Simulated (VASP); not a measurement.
**AlN: single point with PBE**

System: AlN, a wire with vacuum.

```xyz
12
Lattice="13.7000 0.0000 0.0000 0.0000 17.0000 0.0000 0.0000 0.0000 3.7093" Properties=species:S:1:pos:R:3 pbc="T T T"
Al    7.4891   10.5682    0.0000
Al    7.6443    7.7688    0.0000
Al    6.0557    9.2311    1.8546
Al    6.2111    6.4318    1.8546
Al    8.8581    9.3081    1.8546
Al    4.8420    7.6917    3.7093
N     7.4516   10.7396    1.8546
N     7.6780    7.7380    1.8546
N     9.0321    9.2856    0.0000
N     6.0221    9.2619    3.7093
N     6.2478    6.2603    3.7093
N     4.6681    7.7150    1.8546
```

```
Program                : VASP 6.6.1
Task                   : single point
Functional             : PBE
Potentials or basis    : VASP PAW PBE potentials, release 64 (Al, N)
Cutoff                 : 520 eV
k mesh                 : 1 × 1 × 11
Occupations            : gaussian, width 0.05 eV
Spin                   : collinear spin, ferromagnetic start
Starting moments       : [0.3, 0.3, 0.3, 0.3, 0.3, 0.3, 0.3, 0.3, 0.3, 0.3, 0.3, 0.3] μB
Dipole correction      : no
Further INCAR settings : ALGO = Normal; EDIFF = 1e-07; NBANDS = 40
```

The largest force is 0.010 eV/Å. The band gap on the k mesh is 2.75 eV and the net moment is 0.00 μB per cell. The valence electrons inside the program's atomic spheres are Al 0.77, 0.76 (each value once); N 3.78, 3.87 (each value once).

Forces in eV/Å, atoms in the order of the input:
```
Al  -0.003 -0.003  0.000
Al  -0.004  0.006  0.000
Al   0.000 -0.001  0.000
Al  -0.003  0.004  0.000
Al  -0.004  0.001  0.000
Al   0.002  0.004  0.000
N   -0.004 -0.001  0.000
N    0.007 -0.007  0.000
N    0.001 -0.009  0.000
N   -0.003  0.004  0.000
N    0.010 -0.001  0.000
N    0.000  0.003  0.000
```

Levels at points of the mesh, in eV from the valence-band top:
Spin up:
```
           k point  band 20  band 21  band 22  band 23  band 24  band 25  band 26  band 27  band 28  band 29
(0.00, 0.00, 0.00)    -1.51    -1.19    -1.13    -0.22     0.00     2.75     3.86     4.35     4.39     4.62
```
Spin down:
```
           k point  band 20  band 21  band 22  band 23  band 24  band 25  band 26  band 27  band 28  band 29
(0.00, 0.00, 0.00)    -1.51    -1.19    -1.13    -0.22     0.00     2.75     3.86     4.35     4.39     4.62
```

Run time: 11 min on 1 thread of Intel(R) Xeon(R) 6975P-C (Granite Rapids) (shared host), peak memory 1.2 GiB.
